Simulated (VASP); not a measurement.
# TaN (P-62m) in VASP: notebook, part 2 of 2

VASP 6.6.1.

### Step 4. Single point, LDA

File INCAR:

```
SYSTEM = TaN
PREC = Accurate ; ENCUT = 520
EDIFF = 1E-6 ; ISMEAR = -1
SIGMA = 0.1 ; LREAL = .FALSE.
LASPH = .TRUE. ; NELM = 60
ALGO = Normal ; ISIF = 2
LWAVE = .FALSE. ; LCHARG = .FALSE.
GGA = CA ; NBANDS = 33
```

File KPOINTS:

```
regular mesh
0
G
  5 5 7
  0 0 0
```

File POSCAR:

```
TaN
1.0
    5.1960000000      0.0000000000      0.0000000000
   -2.5980000000      4.4998679981      0.0000000000
    0.0000000000      0.0000000000      2.9110000000
Ta N
3 3
Direct
    0.3333330000      0.6666670000      0.5000000000
    0.6666670000      0.3333330000      0.5000000000
    0.0000000000      0.0000000000      0.0000000000
    0.3928500000      0.0000000000      0.0000000000
    0.6071500000      0.6071500000      0.0000000000
    0.0000000000      0.3928500000      0.0000000000
```

Potentials or basis: VASP PAW LDA potentials, release 64 (Ta_pv, N).

The run is started by

```
cat potpaw_LDA.64/Ta_pv/POTCAR potpaw_LDA.64/N/POTCAR > POTCAR
mpirun -np 1 vasp_std > vasp.out
```

OUTCAR:

```text
SYSTEM = TaN
   PREC = Accurate
   ENCUT = 520
   EDIFF = 1E-6
   ISMEAR = -1
   LREAL = .FALSE.
   LASPH = .TRUE.
   NELM = 60
   ISIF = 2
   GGA = CA

 ion  position               nearest neighbor table
   1  0.333  0.667  0.500-   4 2.16   4 2.16   6 2.16   6 2.16   5 2.16   5 2.16   2 3.00   2 3.00
                             2 3.00   3 3.33   3 3.33   3 3.33   3 3.33   3 3.33   3 3.33
   2  0.667  0.333  0.500-   6 2.16   6 2.16   4 2.16   4 2.16   5 2.16   5 2.16   1 3.00   1 3.00
                             1 3.00   3 3.33   3 3.33   3 3.33   3 3.33   3 3.33   3 3.33
   3  0.000  0.000  0.000-   4 2.04   5 2.04   6 2.04   2 3.33   1 3.33   1 3.33   2 3.33   2 3.33
                             2 3.33   1 3.33   1 3.33   2 3.33   2 3.33   1 3.33   1 3.33
   4  0.393  0.000  0.000-   3 2.04   1 2.16   1 2.16   2 2.16   2 2.16
   5  0.607  0.607  0.000-   3 2.04   1 2.16   1 2.16   2 2.16   2 2.16
   6  0.000  0.393  0.000-   3 2.04   2 2.16   2 2.16   1 2.16   1 2.16

  LATTYP: Found a hexagonal cell.
 ALAT       =     5.1960000000
 C/A-ratio  =     0.5602386451

  Lattice vectors:

 A1 = (   5.1960000000,   0.0000000000,   0.0000000000)
 A2 = (  -2.5980000000,   4.4998679981,   0.0000000000)
 A3 = (   0.0000000000,   0.0000000000,   2.9110000000)
[... 182 lines left out ...]
 fundamental gap:      0.4414930120
 Fermi energy:         8.2192642764

 k-point     1 :       0.0000    0.0000    0.0000
  band No.  band energies     occupation
      1     -27.8495      2.00000
      2     -27.8495      2.00000
      3     -27.4938      2.00000
      4     -27.4938      2.00000
      5     -27.3140      2.00000
      6     -27.2038      2.00000
[... 709 lines left out ...]
     32      12.2284      0.00000
     33      13.3556      0.00000

------------------------ aborting loop because EDIFF is reached ----------------------------------------

  FORCE on cell =-STRESS in cart. coord.  units (eV):
  Direction    XX          YY          ZZ          XY          YZ          ZX
  --------------------------------------------------------------------------------------
  -------------------------------------------------------------------------------------
  Total       -3.3142891     -3.3142891     -4.0141185      0.0000000      0.0000000      0.0000000
  in kB      -78.0171090    -78.0171090    -94.4908274      0.0000000      0.0000000      0.0000000
  external PRESSURE =     -83.5083485 kB  Pullay stress =       0.0000000 kB

 VOLUME and BASIS-vectors are now :
 -----------------------------------------------------------------------------
  energy-cutoff  :      520.00
  volume of cell :       68.06
      direct lattice vectors                 reciprocal lattice vectors
     5.196000000  0.000000000  0.000000000     0.192455735  0.111114371  0.000000000
    -2.598000000  4.499867998  0.000000000     0.000000000  0.222228741  0.000000000
     0.000000000  0.000000000  2.911000000     0.000000000  0.000000000  0.343524562

 POSITION                                       TOTAL-FORCE (eV/Angst)
 -----------------------------------------------------------------------------------
     -0.00000      2.99991      1.45550         0.000000      0.000000      0.000000
      2.59800      1.49995      1.45550        -0.000000      0.000000      0.000000
      0.00000      0.00000      0.00000         0.000000      0.000000      0.000000
      2.04125      0.00000      0.00000        -0.032071      0.000000     -0.000000
      1.57738      2.73209      0.00000         0.016036      0.027774      0.000000
     -1.02062      1.76777      0.00000         0.016036     -0.027774      0.000000
 -----------------------------------------------------------------------------------
    total drift:                               -0.000002     -0.000003      0.000000

  FREE ENERGIE OF THE ION-ELECTRON SYSTEM (eV)
  ---------------------------------------------------
  free  energy   TOTEN  =       -74.1208798648 eV

  energy  without entropy=      -74.1076154943  energy(sigma->0) =      -74.11424768
```

OSZICAR:

```text
N       E                     dE             d eps       ncg     rms          rms(c)
DAV:   1     0.434057322827E+03    0.43406E+03   -0.26093E+04  1320   0.153E+03
DAV:   2    -0.557690620853E+02   -0.48983E+03   -0.46734E+03  1521   0.441E+02
DAV:   3    -0.835031900681E+02   -0.27734E+02   -0.27304E+02  1600   0.100E+02
DAV:   4    -0.840267704578E+02   -0.52358E+00   -0.52014E+00  1640   0.134E+01
DAV:   5    -0.840389976645E+02   -0.12227E-01   -0.12210E-01  1712   0.161E+00    0.433E+01
DAV:   6    -0.745387646152E+02    0.95002E+01   -0.49953E+01  1608   0.370E+01    0.183E+01
DAV:   7    -0.742229402008E+02    0.31582E+00   -0.25079E+00  1617   0.824E+00    0.104E+01
DAV:   8    -0.741372607817E+02    0.85679E-01   -0.36336E-01  1634   0.366E+00    0.881E-01
DAV:   9    -0.741221203964E+02    0.15140E-01   -0.37501E-02  1726   0.152E+00    0.374E-01
DAV:  10    -0.741211717261E+02    0.94867E-03   -0.11465E-02  1588   0.514E-01    0.172E-01
DAV:  11    -0.741209338107E+02    0.23792E-03   -0.21582E-03  1651   0.291E-01    0.556E-02
DAV:  12    -0.741208784337E+02    0.55377E-04   -0.26822E-04  1557   0.865E-02    0.161E-02
DAV:  13    -0.741208797067E+02   -0.12730E-05   -0.12802E-05  1556   0.207E-02    0.372E-03
DAV:  14    -0.741208798648E+02   -0.15809E-06   -0.32008E-07   924   0.408E-03
   1 F= -.74120880E+02 E0= -.74114248E+02  d E =-.132644E-01
```

It took 29 s on 1 thread of Intel Xeon Platinum 8488C (Sapphire Rapids), shared host; peak memory 0.18 GiB.

What came out:

```yaml
Free_energy: -74.1209 eV
Pressure: -8.4 GPa
Largest_force: 0.032 eV/Å
Band_gap_on_the_k_mesh: zero (band 24 reaches 9.81 eV, above the bottom of band 25 at 7.17 eV)
```

Forces in eV/Å, atoms in the order of the input:
```
Ta   0.000  0.000  0.000
Ta   0.000  0.000  0.000
Ta   0.000  0.000  0.000
N   -0.032  0.000  0.000
N    0.016  0.028  0.000
N    0.016 -0.028  0.000
```

Caveat: spin-orbit coupling is left out, which moves the levels of the heavy elements.

### Step 5. Overview

```tsv
level	potentials or basis	gap on the mesh (eV)	pressure (GPa)	largest force (eV/Å)
PBEsol	VASP PAW PBE potentials, release 64 (Ta_pv, N)	none	-3.0	0.02
BLYP	VASP PAW PBE potentials, release 64 (Ta_pv, N)	none	17.3	0.02
LDA	VASP PAW LDA potentials, release 64 (Ta_pv, N)	none	-8.4	0.03
```

Alike in all rows: task single point; no spin polarisation; cell as given; k mesh 5 × 5 × 7; cutoff (eV) 520; smearing fermi-dirac 0.1 eV.

Caveats: spin-orbit coupling is left out, which moves the levels of the heavy elements; the PAW data sets were made with another functional, which shifts forces and pressure a little (some runs).

Total energies depend on the potentials used, so only differences within one code and one set of settings carry meaning.
